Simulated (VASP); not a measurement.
# CaH2Pt: relaxation of cell and atoms with PBE

The system is CaH2Pt.

```xyz
4
Lattice="4.2681 0.0000 0.0000 -2.1340 3.6962 0.0000 0.0000 0.0000 5.4167" Properties=species:S:1:pos:R:3 pbc="T T T"
Ca    0.0000    0.0000    0.0000
H     0.0000    2.4642    0.0000
H     2.1340    1.2321    0.0000
Pt    0.0000    0.0000    2.7083
```

The cell was built from a structure type or drawn by symmetry, and may not be a known phase.

| Quantity | Value |
| --- | --- |
| Program | VASP 6.6.1 |
| Task | relaxation of cell and atoms |
| Functional | PBE |
| Potentials or basis | VASP PAW PBE potentials, release 64 (Ca_sv, H, Pt) |
| Cutoff | 600 eV |
| k mesh | 6 × 6 × 4 |
| Occupations | gaussian, width 0.1 eV |
| Spin | no spin polarisation |
| Dipole correction | no |
| Further INCAR settings | ALGO = Normal; EDIFF = 1e-07; IBRION = 2; EDIFFG = -0.04; NSW = 90; ISIF = 3 |

```json
{
  "Relaxed volume": "16.56 Å³/atom",
  "Relaxed cell": "a = 3.578 Å, b = 3.578 Å, c = 5.975 Å, α = 90.00°, β = 90.00°, γ = 120.00°",
  "Space group after relaxing (to 0.1 Å)": "P6/mmm (No. 191)",
  "Energy gained by relaxing": "262.3 meV/atom",
  "Ionic steps": "6",
  "Pressure after relaxing": "-0.2 GPa",
  "Band gap on the k mesh": "zero (bands 11 and 12 overlap by 0.27 eV)"
}
```

Stress tensor (GPa, compression positive):
```
-0.12  0.00  0.00
 0.00 -0.12  0.00
 0.00  0.00 -0.38
```

Step by step:
```csv
step,energy change (eV),largest force (eV/Å),pressure (GPa),volume (Å³)
1,0.0000,0.0000,-3.62,85.45
2,-0.4852,0.0000,-3.91,79.42
3,-0.9011,0.0000,4.59,61.04
4,-1.0194,0.0000,-1.68,68.84
5,-1.0479,0.0000,-0.51,66.71
6,-1.0491,0.0000,-0.21,66.22
```

Final structure:
```
Ca H Pt
1.0
     3.57751    0.00000    0.00000
    -1.78876    3.09822    0.00000
     0.00000    0.00000    5.97462
Ca H Pt
1 2 1
Direct
  0.00000 0.00000 0.00000
  0.33333 0.66667 0.00000
  0.66667 0.33333 0.00000
  0.00000 0.00000 0.50000
```

Levels at points of the mesh, in eV from the Fermi level:
```
           k point  band 9  band 10  band 11  band 12  band 13  band 14
(0.00, 0.00, 0.00)   -0.79    -0.17    -0.17     2.40     2.95     5.22
(0.50, 0.00, 0.00)   -0.84    -0.35     0.16     1.93     3.31     4.73
(0.00, 0.00, 0.50)   -0.79    -0.13    -0.13     2.70     2.96     5.19
(0.50, 0.00, 0.50)   -0.42    -0.30     0.16     1.85     2.08     4.41
```

Run time: 2.2 min on 1 thread of Intel(R) Xeon(R) 6975P-C (Granite Rapids), with other jobs on the host, peak memory 0.26 GiB.

Caveat: the volume moved by over 15 % at a fixed basis, so the end points are rough; spin-orbit coupling is left out, which moves the levels of the heavy elements.
